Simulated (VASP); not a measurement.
# KI (Fm-3m) in VASP: notebook

KI is run at these levels: PBE; tasks: electric field gradients.

Everything below comes from runs of VASP 6.6.1. Logs are shortened: lines on timing, memory, paths and dates and some standing lists are left out, and cuts for length are marked.

**1. The cell of the first run**

Symmetry: Fm-3m, No. 225, cubic system. The conventional cell has a = 6.906 Å, b = 6.906 Å, c = 6.906 Å, α = 90.00°, β = 90.00°, γ = 90.00°. Within 4.5 Å of K (site symmetry m-3m) lie 6 I at 3.45 Å. I (site symmetry m-3m) has 6 K at 3.45 Å within 4.5 Å.

**2. Electric field gradients, PBE (41.18 Å³/atom)**

Input file INCAR:

```
SYSTEM = KI
PREC = Accurate
ENCUT = 520
EDIFF = 1E-8
ISMEAR = -1
SIGMA = 0.01
LREAL = .False.
LASPH = .True.
NELM = 100
ALGO = Normal
ISIF = 2
LWAVE = .False.
LCHARG = .False.
GGA = PE
LEFG = .True.
NBANDS = 15
```

Input file KPOINTS:

```
Automatic mesh
0
Gamma
  8 8 8
  0 0 0
```

Input file POSCAR:

```
KI
1.0
    0.0000000000      3.4532122741      3.4532122741
    3.4532122741      0.0000000000      3.4532122741
    3.4532122741      3.4532122741      0.0000000000
K I
1 1
Direct
    0.0000000000      0.0000000000      0.0000000000
    0.5000000000      0.5000000000      0.5000000000
```

Potentials or basis: VASP PAW PBE potentials, release 64 (K_sv, I).

Started as:

```bash
cat potpaw_PBE.64/K_sv/POTCAR potpaw_PBE.64/I/POTCAR > POTCAR
mpirun -np 1 vasp_std > vasp.out
```

OUTCAR:

```text
SYSTEM = KI
   PREC = Accurate
   ENCUT = 520
   EDIFF = 1E-8
   ISMEAR = -1
   LREAL = .False.
   LASPH = .True.
   NELM = 100
   ISIF = 2
   GGA = PE

 ion  position               nearest neighbor table
   1  0.000  0.000  0.000-   2 3.45   2 3.45   2 3.45   2 3.45   2 3.45   2 3.45
   2  0.500  0.500  0.500-   1 3.45   1 3.45   1 3.45   1 3.45   1 3.45   1 3.45

  LATTYP: Found a face centered cubic cell.
 ALAT       =     6.9064245482

  Lattice vectors:

 A1 = (   0.0000000000,   3.4532122741,   3.4532122741)
 A2 = (   3.4532122741,   0.0000000000,   3.4532122741)
 A3 = (   3.4532122741,   3.4532122741,   0.0000000000)

Analysis of symmetry for initial positions (statically):
=====================================================================
 Subroutine PRICEL returns:
 Original cell was already a primitive cell.

 Routine SETGRP: Setting up the symmetry group for a
 face centered cubic supercell.

 Subroutine GETGRP returns: Found 48 space group operations
 (whereof 48 operations were pure point group operations)
 out of a pool of 48 trial point group operations.

The static configuration has the point symmetry O_h .

Analysis of symmetry for dynamics (positions and initial velocities):
=====================================================================
 Subroutine PRICEL returns:
 Original cell was already a primitive cell.

 Routine SETGRP: Setting up the symmetry group for a
 face centered cubic supercell.

 Subroutine GETGRP returns: Found 48 space group operations
 (whereof 48 operations were pure point group operations)
 out of a pool of 48 trial point group operations.

The dynamic configuration has the point symmetry O_h .

 Subroutine INISYM returns: Found 48 space group operations
 (whereof 48 operations are pure point group operations),
 and found     1 'primitive' translations

----------------------------------------------------------------------------------------

                                     Primitive cell

  volume of cell :      82.3569

  direct lattice vectors                    reciprocal lattice vectors
     0.000000000  3.453212274  3.453212274    -0.144792721  0.144792721  0.144792721
     3.453212274  0.000000000  3.453212274     0.144792721 -0.144792721  0.144792721
     3.453212274  3.453212274  0.000000000     0.144792721  0.144792721 -0.144792721

[... 135 lines left out ...]
 Fermi energy:         0.1959232322

 k-point     1 :       0.0000    0.0000    0.0000
  band No.  band energies     occupation
      1     -28.4332      2.00000
      2     -11.9303      2.00000
      3     -11.9303      2.00000
      4     -11.9303      2.00000
      5     -10.6555      2.00000
      6      -0.0431      2.00000
      7      -0.0431      2.00000
      8      -0.0431      2.00000
      9       4.0863      0.00000
     10       6.4165      0.00000
     11       6.4165      0.00000
     12       6.4165      0.00000
     13       7.1812      0.00000
     14       7.1812      0.00000
[... 401 lines left out ...]
      2     -12.0900      2.00000
      3     -11.9532      2.00000
      4     -11.9416      2.00000
      5     -10.3317      2.00000
      6      -1.2860      2.00000
      7      -0.6620      2.00000
      8      -0.4920      2.00000
      9       6.0659      0.00000
     10       6.8474      0.00000
     11       7.5977      0.00000
     12       8.3618      0.00000
     13       8.8553      0.00000
     14       9.0392      0.00000
     15       9.9836      0.00000

 [... further k-points ...]

------------------------ aborting loop because EDIFF is reached ----------------------------------------

  FORCE on cell =-STRESS in cart. coord.  units (eV):
  Direction    XX          YY          ZZ          XY          YZ          ZX
  --------------------------------------------------------------------------------------
  -------------------------------------------------------------------------------------
  Total        0.8675377      0.8675377      0.8675377      0.0000000      0.0000000      0.0000000
  in kB       16.8771502     16.8771502     16.8771502      0.0000000      0.0000000      0.0000000
  external PRESSURE =      16.8771502 kB  Pullay stress =       0.0000000 kB

 VOLUME and BASIS-vectors are now :
 -----------------------------------------------------------------------------
  energy-cutoff  :      520.00
  volume of cell :       82.36
      direct lattice vectors                 reciprocal lattice vectors
     0.000000000  3.453212274  3.453212274    -0.144792721  0.144792721  0.144792721
     3.453212274  0.000000000  3.453212274     0.144792721 -0.144792721  0.144792721
     3.453212274  3.453212274  0.000000000     0.144792721  0.144792721 -0.144792721

 POSITION                                       TOTAL-FORCE (eV/Angst)
 -----------------------------------------------------------------------------------
      0.00000      0.00000      0.00000        -0.000000     -0.000000     -0.000000
      3.45321      3.45321      3.45321         0.000000      0.000000      0.000000
 -----------------------------------------------------------------------------------
    total drift:                                0.000000      0.000000      0.000000

  FREE ENERGIE OF THE ION-ELECTRON SYSTEM (eV)
  ---------------------------------------------------
  free  energy   TOTEN  =        -5.5152855884 eV

  energy  without entropy=       -5.5152855884  energy(sigma->0) =       -5.51528559

 Electric field gradients (V/A^2)
---------------------------------------------------------------------
 ion       V_xx      V_yy      V_zz      V_xy      V_xz      V_yz
---------------------------------------------------------------------
   1      -0.000    -0.000     0.000     0.000     0.000     0.000
   2       0.000     0.000    -0.000     0.000     0.000     0.000
---------------------------------------------------------------------

 Electric field gradients after diagonalization (V/A^2)
 (convention: |V_zz| > |V_xx| > |V_yy|)
----------------------------------------------------------------------
 ion       V_xx      V_yy      V_zz     asymmetry (V_yy - V_xx)/ V_zz
----------------------------------------------------------------------
   1      -0.000    -0.000     0.000       0.000
   2      -0.000    -0.000     0.001       0.000
----------------------------------------------------------------------

           NMR quadrupolar parameters

 Cq : quadrupolar parameter    Cq=e*Q*V_zz/h
 eta: asymmetry parameters     (V_yy - V_xx)/ V_zz
 Q  : nuclear electric quadrupole moment in mb (millibarn)
----------------------------------------------------------------------
 ion       Cq(MHz)       eta       Q (mb)
----------------------------------------------------------------------
   1       0.000       0.000       1.000
   2       0.000       0.000       1.000
----------------------------------------------------------------------
```

It took 64 s on 1 thread of Intel Xeon 8259CL, shared host; peak memory 0.22 GiB.

What came out:

```yaml
Free_energy: -5.5153 eV
Pressure: 1.7 GPa
Band_gap_on_the_k_mesh: 4.13 eV
Largest_electric_field_gradient_by_atom: zero within the noise of the run
```

Levels at points of the mesh, in eV from the valence-band top:
```
           k point  band 5  band 6  band 7  band 8  band 9  band 10  band 11  band 12
(0.00, 0.00, 0.00)  -10.61    0.00    0.00    0.00    4.13     6.46     6.46     6.46
(0.50, 0.00, 0.00)  -10.23   -1.48   -0.40   -0.40    5.59     7.90     8.28     8.28
(0.50, 0.50, 0.00)  -10.44   -1.11   -0.41   -0.41    4.81     5.93     8.16     8.94
```

Caveat: spin-orbit coupling is left out, which moves the levels of the heavy elements. A k mesh can miss the band edges.

**3. Electric field gradients, PBE (41.18 Å³/atom)**

Input file INCAR:

```
ALGO = Normal
EDIFF = 1E-8
ENCUT = 520
GGA = PE
ISIF = 2
ISMEAR = -1
LASPH = True
LCHARG = False
LEFG = True
LREAL = False
LWAVE = False
NBANDS = 15
NELM = 100
PREC = Accurate
SIGMA = 0.01
```

Input file KPOINTS:

```
k-points
0
Gamma
  8 8 8
```

POSCAR is that of step 2.

Potentials or basis: VASP PAW PBE potentials, release 64 (K_sv, I).

Started as:

```bash
cat potpaw_PBE.64/K_sv/POTCAR potpaw_PBE.64/I/POTCAR > POTCAR
mpirun -np 1 vasp_std > vasp.out
```

OUTCAR:

```text
EDIFF = 1E-8
   ENCUT = 520
   GGA = PE
   ISIF = 2
   ISMEAR = -1
   LASPH = True
   LREAL = False
   NELM = 100
   PREC = Accurate

 ion  position               nearest neighbor table
   1  0.000  0.000  0.000-   2 3.45   2 3.45   2 3.45   2 3.45   2 3.45   2 3.45
   2  0.500  0.500  0.500-   1 3.45   1 3.45   1 3.45   1 3.45   1 3.45   1 3.45

  LATTYP: Found a face centered cubic cell.
 ALAT       =     6.9064245482

  Lattice vectors:

 A1 = (   0.0000000000,   3.4532122741,   3.4532122741)
 A2 = (   3.4532122741,   0.0000000000,   3.4532122741)
 A3 = (   3.4532122741,   3.4532122741,   0.0000000000)

Analysis of symmetry for initial positions (statically):
=====================================================================
 Subroutine PRICEL returns:
 Original cell was already a primitive cell.

 Routine SETGRP: Setting up the symmetry group for a
 face centered cubic supercell.

 Subroutine GETGRP returns: Found 48 space group operations
 (whereof 48 operations were pure point group operations)
 out of a pool of 48 trial point group operations.

The static configuration has the point symmetry O_h .

Analysis of symmetry for dynamics (positions and initial velocities):
=====================================================================
 Subroutine PRICEL returns:
 Original cell was already a primitive cell.

 Routine SETGRP: Setting up the symmetry group for a
 face centered cubic supercell.

 Subroutine GETGRP returns: Found 48 space group operations
 (whereof 48 operations were pure point group operations)
 out of a pool of 48 trial point group operations.

[... 574 lines left out ...]
      5     -10.3317      2.00000
      6      -1.2860      2.00000
      7      -0.6620      2.00000
      8      -0.4920      2.00000
      9       6.0659      0.00000
     10       6.8474      0.00000
     11       7.5977      0.00000
     12       8.3618      0.00000
     13       8.8553      0.00000
     14       9.0392      0.00000
     15       9.9836      0.00000

 [... further k-points ...]

------------------------ aborting loop because EDIFF is reached ----------------------------------------

  FORCE on cell =-STRESS in cart. coord.  units (eV):
  Direction    XX          YY          ZZ          XY          YZ          ZX
  --------------------------------------------------------------------------------------
  -------------------------------------------------------------------------------------
  Total        0.8675377      0.8675377      0.8675377      0.0000000      0.0000000      0.0000000
  in kB       16.8771502     16.8771502     16.8771502      0.0000000      0.0000000      0.0000000
  external PRESSURE =      16.8771502 kB  Pullay stress =       0.0000000 kB

 VOLUME and BASIS-vectors are now :
 -----------------------------------------------------------------------------
  energy-cutoff  :      520.00
  volume of cell :       82.36
      direct lattice vectors                 reciprocal lattice vectors
     0.000000000  3.453212274  3.453212274    -0.144792721  0.144792721  0.144792721
     3.453212274  0.000000000  3.453212274     0.144792721 -0.144792721  0.144792721
     3.453212274  3.453212274  0.000000000     0.144792721  0.144792721 -0.144792721

 POSITION                                       TOTAL-FORCE (eV/Angst)
 -----------------------------------------------------------------------------------
      0.00000      0.00000      0.00000        -0.000000     -0.000000     -0.000000
      3.45321      3.45321      3.45321         0.000000      0.000000      0.000000
 -----------------------------------------------------------------------------------
    total drift:                                0.000000      0.000000      0.000000

  FREE ENERGIE OF THE ION-ELECTRON SYSTEM (eV)
  ---------------------------------------------------
  free  energy   TOTEN  =        -5.5152855884 eV

  energy  without entropy=       -5.5152855884  energy(sigma->0) =       -5.51528559

 Electric field gradients (V/A^2)
---------------------------------------------------------------------
 ion       V_xx      V_yy      V_zz      V_xy      V_xz      V_yz
---------------------------------------------------------------------
   1      -0.000    -0.000     0.000     0.000     0.000     0.000
   2       0.000     0.000    -0.000     0.000     0.000     0.000
---------------------------------------------------------------------

 Electric field gradients after diagonalization (V/A^2)
 (convention: |V_zz| > |V_xx| > |V_yy|)
----------------------------------------------------------------------
 ion       V_xx      V_yy      V_zz     asymmetry (V_yy - V_xx)/ V_zz
----------------------------------------------------------------------
   1      -0.000    -0.000     0.000       0.000
   2      -0.000    -0.000     0.001       0.000
----------------------------------------------------------------------

           NMR quadrupolar parameters

 Cq : quadrupolar parameter    Cq=e*Q*V_zz/h
 eta: asymmetry parameters     (V_yy - V_xx)/ V_zz
 Q  : nuclear electric quadrupole moment in mb (millibarn)
----------------------------------------------------------------------
 ion       Cq(MHz)       eta       Q (mb)
----------------------------------------------------------------------
   1       0.000       0.000       1.000
   2       0.000       0.000       1.000
----------------------------------------------------------------------
```

OSZICAR:

```text
N       E                     dE             d eps       ncg     rms          rms(c)
DAV:   1     0.916411630874E+02    0.91641E+02   -0.65711E+03   870   0.919E+02
DAV:   2    -0.873742811191E-01   -0.91729E+02   -0.84797E+02  1145   0.217E+02
DAV:   3    -0.532815250554E+01   -0.52408E+01   -0.52156E+01  1211   0.455E+01
DAV:   4    -0.558441238970E+01   -0.25626E+00   -0.25618E+00  1404   0.855E+00
DAV:   5    -0.558622377254E+01   -0.18114E-02   -0.18113E-02  1224   0.715E-01    0.351E+00
DAV:   6    -0.551275337792E+01    0.73470E-01   -0.84861E-02  1129   0.177E+00    0.247E+00
DAV:   7    -0.551078205346E+01    0.19713E-02   -0.10952E-01  1171   0.175E+00    0.784E-01
DAV:   8    -0.551472428916E+01   -0.39422E-02   -0.12096E-02   947   0.742E-01    0.139E-01
DAV:   9    -0.551512022939E+01   -0.39594E-03   -0.70123E-04  1220   0.165E-01    0.697E-02
DAV:  10    -0.551525221822E+01   -0.13199E-03   -0.11944E-04  1030   0.609E-02    0.189E-02
DAV:  11    -0.551528567453E+01   -0.33456E-04   -0.47879E-05  1094   0.394E-02    0.207E-02
DAV:  12    -0.551528516077E+01    0.51377E-06   -0.31387E-06  1178   0.140E-02    0.814E-03
DAV:  13    -0.551528541780E+01   -0.25703E-06   -0.40255E-07  1115   0.357E-03    0.302E-03
DAV:  14    -0.551528564039E+01   -0.22259E-06   -0.10524E-07  1178   0.171E-03    0.693E-04
DAV:  15    -0.551528552750E+01    0.11289E-06   -0.27060E-08  1100   0.107E-03    0.785E-04
DAV:  16    -0.551528557923E+01   -0.51724E-07   -0.13468E-09   890   0.255E-04    0.171E-04
DAV:  17    -0.551528558837E+01   -0.91482E-08   -0.44959E-10   743   0.146E-04
   1 F= -.55152856E+01 E0= -.55152856E+01  d E =-.123028E-12
```

Run time: 59 s. Hardware: 1 thread of Intel Xeon 8259CL, shared host; peak memory 0.22 GiB.

What came out:

| Property | Result |
| --- | --- |
| Free energy | -5.5153 eV |
| Pressure | 1.7 GPa |
| Band gap on the k mesh | 4.13 eV |
| Largest electric field gradient by atom | zero within the noise of the run |

Caveat: spin-orbit coupling is left out, which moves the levels of the heavy elements. A k mesh can miss the band edges.

(Continued in part 2 of 2.)
